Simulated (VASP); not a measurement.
Wanted: the native input for a VASP 6.6.1 run.

```yaml
Task: single point
Functional: PBE
Potentials_or_basis: VASP PAW PBE potentials, release 64 (In_d)
Cutoff: 520 eV
k_mesh: 20 × 20 × 20
Occupations: gaussian, width 0.15 eV
Spin: no spin polarisation
Dipole_correction: no
Further_INCAR_settings: ALGO = Fast; EDIFF = 1e-06; NBANDS = 12
```

The structure of In lies in POSCAR:

```
In
1.0
   -1.5611040000      1.5611040000      2.3749920000
    1.5611040000     -1.5611040000      2.3749920000
    1.5611040000      1.5611040000     -2.3749920000
In
1
Direct
    0.0000000000      0.0000000000      0.0000000000
```

This cell differs from its parent crystal: strain -0.040 along x and y, -0.040 along z.

One way to write it, as run:

INCAR

```
ALGO     = Fast           # electronic algorithm
EDIFF    = 1E-6           # SCF threshold, eV
ENCUT    = 520            # plane-wave cutoff, eV
GGA      = PE             # functional
ISIF     = 2              # what is computed and relaxed
ISMEAR   = 0              # smearing method
LASPH    = T              # aspherical terms in the spheres
LCHARG   = F              # write CHGCAR
LREAL    = F              # projectors in reciprocal space
LWAVE    = F              # write WAVECAR
NBANDS   = 12             # bands
NELM     = 100            # most SCF steps
PREC     = Accurate       # precision mode
SIGMA    = 0.15           # smearing width, eV
```

KPOINTS

```
k-points
0
Gamma
  20 20 20
```

Potentials or basis: VASP PAW PBE potentials, release 64 (In_d).

The run is started by

```console
$ cat potpaw_PBE.64/In_d/POTCAR > POTCAR
$ mpirun -np 1 vasp_std > vasp.out
```

It gave:

* Pressure: 9.5 GPa

Caveat: the cell differs from its parent crystal (strain -0.040 along x and y, -0.040 along z).

Wall time 92 s on 1 thread of AMD EPYC 9R45 96-Core Processor (Zen 5), with other jobs on the host, peak memory 0.25 GiB.
